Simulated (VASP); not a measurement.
The system is N.

```
CELL_PARAMETERS angstrom
3.58042 0.00000 0.00000
-1.79021 3.10073 0.00000
0.00000 0.00000 7.64150
ATOMIC_POSITIONS crystal
N 0.33333 0.66667 0.32157
N 0.33333 0.66667 0.17843
N 0.66667 0.33333 0.82157
N 0.66667 0.33333 0.67843
```

Base run:

| Property | Result |
| --- | --- |
| Program | VASP 6.6.1 |
| Functional | PBE |
| Potentials or basis | VASP PAW PBE potentials, release 64 (N) |
| Cutoff | 520 eV |
| k mesh | 12 × 12 × 4 |
| Occupations | fermi-dirac, width 0.02 eV |
| Spin | no spin polarisation |

Its results: band gap on the k mesh 7.03 eV (least direct gap 7.08 eV); pressure 4.9 GPa; largest force 3.131 eV/Å.

**Question.** The run is repeated on the same cell with these changes: functional from PBE to r2SCAN; occupations from fermi-dirac, width 0.02 eV to gaussian, width 0.01 eV. What comes out?

**Answer.** Band gap on the k mesh 7.70 eV (least direct gap 7.75 eV); pressure 3.1 GPa; largest force 2.245 eV/Å.

Caveats: the standard files for N, O and F lose accuracy on very short bonds; the cell stands under pressure; this functional lacks dispersion, which holds the molecules together, so the pressure and a relaxed volume are unreliable (at least some runs); forces of over 1 eV/Å act on the atoms, so gaps and moduli don't describe the material at rest (at least some runs); the PAW data sets were made with another functional, which shifts forces and pressure a little (at least some runs).

A k mesh can miss the band edges.
